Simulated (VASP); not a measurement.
# AlN: single point with LDA

AlN:

```
Al N
1.0
     0.00000    2.18488    2.18488
     2.18488    0.00000    2.18488
     2.18488    2.18488    0.00000
Al N
1 1
Direct
  0.00000 0.00000 0.00000
  0.25000 0.25000 0.25000
```

```yaml
Program: VASP 6.6.1
Task: single point
Functional: LDA
Potentials_or_basis: VASP PAW LDA potentials, release 64 (Al, N)
Cutoff: 600 eV
k_mesh: 8 × 8 × 8
Occupations: gaussian, width 0.01 eV
Spin: no spin polarisation
Dipole_correction: no
Further_INCAR_settings: ALGO = Normal; EDIFF = 1e-06; NBANDS = 11
```

| Item | Value |
| --- | --- |
| Pressure | -3.4 GPa |
| Band gap on the k mesh | 3.22 eV, indirect (least direct gap 4.22 eV) |

Levels at points of the mesh, in eV from the valence-band top:
```csv
k point,band 1,band 2,band 3,band 4,band 5,band 6,band 7,band 8,band 9
"(0.00, 0.00, 0.00)",-14.82,0.00,0.00,0.00,4.22,12.32,12.32,12.32,17.51
"(0.50, 0.00, 0.00)",-12.70,-5.90,-0.49,-0.49,7.26,9.76,10.96,10.96,17.72
"(0.50, 0.50, 0.00)",-12.04,-4.95,-1.79,-1.79,3.22,8.40,13.74,15.47,15.47
```

Run time: 5.4 s on 1 thread of Intel(R) Xeon(R) 6975P-C (Granite Rapids) (shared host), peak memory 0.13 GiB.

A k mesh can miss the band edges.
